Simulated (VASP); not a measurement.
Input of a VASP 6.6.1 run:

INCAR

```
SYSTEM = SnO2
PREC = Accurate
ENCUT = 520
EDIFF = 1E-6
ISMEAR = 0
SIGMA = 0.01
LREAL = .False.
LASPH = .True.
NELM = 80
ALGO = Normal
ISIF = 2
LWAVE = .False.
LCHARG = .False.
GGA = RP
NBANDS = 35
```

Contents of KPOINTS:

```
regular mesh
0
Gamma
  6 6 8
  0 0 0
```

File POSCAR:

```
SnO2
1.0
    4.8744483102      0.0000000000      0.0000000000
    0.0000000000      4.8744483102      0.0000000000
    0.0000000000      0.0000000000      3.2518840127
Sn O
2 4
Direct
    0.0000000000      0.0000000000      0.0000000000
    0.5000000000      0.5000000000      0.5000000000
    0.3069471708      0.3069471708      0.0000000000
    0.1930528292      0.8069471708      0.5000000000
    0.6930528292      0.6930528292      0.0000000000
    0.8069471708      0.1930528292      0.5000000000
```

Potentials or basis: VASP PAW PBE potentials, release 64 (Sn_d, O).

Run with:

```console
$ cat potpaw_PBE.64/Sn_d/POTCAR potpaw_PBE.64/O/POTCAR > POTCAR
$ mpirun -np 1 vasp_std > vasp.out
```

Question: Estimate the pressure.

Answer: 0.6 GPa.

Question: What does it give for the band gap on the k mesh?

Answer: 0.54 eV.

Forces on the atoms (eV/Å):
```
Sn   0.000  0.000  0.000
Sn   0.000  0.000  0.000
O   -0.014 -0.014  0.000
O    0.014 -0.014  0.000
O    0.014  0.014  0.000
O   -0.014  0.014  0.000
```

Caveat: the PAW data sets were made with another functional, which shifts forces and pressure a little; spin-orbit coupling is left out, which moves the levels of the heavy elements. Expect the measured gap to be larger: semilocal functionals such as RPBE lack the derivative discontinuity.
